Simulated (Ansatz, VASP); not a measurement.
## Pd: VASP beside Ansatz

```
Pd
1.0
     0.00000    1.94000    1.94000
     1.94000    0.00000    1.94000
     1.94000    1.94000    0.00000
Pd
1
Direct
  0.00000 0.00000 0.00000
```

Alike in both runs: task single point; functional PBEsol; dispersion D3(BJ); k mesh 8 × 8 × 8; occupations gaussian, width 0.1 eV; no spin polarisation.

|  | VASP | Ansatz |
| --- | --- | --- |
| version | VASP 6.6.1 | Ansatz 0.2.0 |
| potentials or method | VASP PAW PBE potentials, release 64 (Pd), cutoff 500 eV | scalar-relativistic, plane waves, PAW |
| valence electrons in the cell | 10 | 18 |

Ansatz gave:

| Item | Value |
| --- | --- |
| gap on the k mesh at the Fermi level (eV) | none |
| pressure (GPa) | -6.8 |

Q: Which values does VASP return?

A: gap on the k mesh at the Fermi level (eV): none; pressure (GPa): -7.1.

VASP's potentials were made for PBE, not for PBEsol, and Ansatz warns of the same on its side. A gap of «none» marks a metal or a gap that the smearing closes. VASP's potentials hold 10 valence electrons a cell and Ansatz's 18, so a difference there can come from the potentials and not from the codes.
